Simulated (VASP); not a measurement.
Runs of VASP 6.6.1 on V. The structure is that of space group P6/mmm (No. 191), or close to it. The cells are those of the table. 

| cell | k mesh | gap on the mesh (eV) | pressure (GPa) |
| --- | --- | --- | --- |
| a = 4.509, b = 4.509, c = 2.401 Å, angles 90.0, 90.0, 120.0°, 3 atoms | 9 × 9 × 15 | none | 0.2 |
| a = 4.569, b = 4.569, c = 2.433 Å, angles 90.0, 90.0, 120.0°, 3 atoms | 9 × 9 × 15 | none | -5.6 |
| a = 4.386, b = 4.386, c = 2.335 Å, angles 90.0, 90.0, 120.0°, 3 atoms | 9 × 9 × 15 | none | 16.2 |
| a = 4.626, b = 4.626, c = 2.463 Å, angles 90.0, 90.0, 120.0°, 3 atoms | 9 × 9 × 15 | none | -10.4 |
| a = 4.509, b = 4.509, c = 2.401 Å, angles 90.0, 90.0, 120.0°, 3 atoms | 9 × 9 × 12 | none | (b) |
| a = 4.321, b = 4.321, c = 2.301 Å, angles 90.0, 90.0, 120.0°, 3 atoms | 9 × 9 × 15 | none | 27.0 |
| a = 4.683, b = 4.683, c = 2.493 Å, angles 90.0, 90.0, 120.0°, 3 atoms | 9 × 9 × 15 | none | (c) |
| a = 4.448, b = 4.448, c = 2.369 Å, angles 90.0, 90.0, 120.0°, 3 atoms | 9 × 9 × 15 | none | (a) |

Alike in all rows: task single point; level BLYP; potentials or basis VASP PAW PBE potentials, release 64 (V_sv); no spin polarisation; cutoff (eV) 520; smearing fermi-dirac 0.1 eV.

Q: Estimate the missing entries.

A: (a) 7.4; (b) 0.3; (c) -14.4.

Caveats: the PAW data sets were made with another functional, which shifts forces and pressure a little.

A gap of «none» marks levels without a gap at the run's occupations.
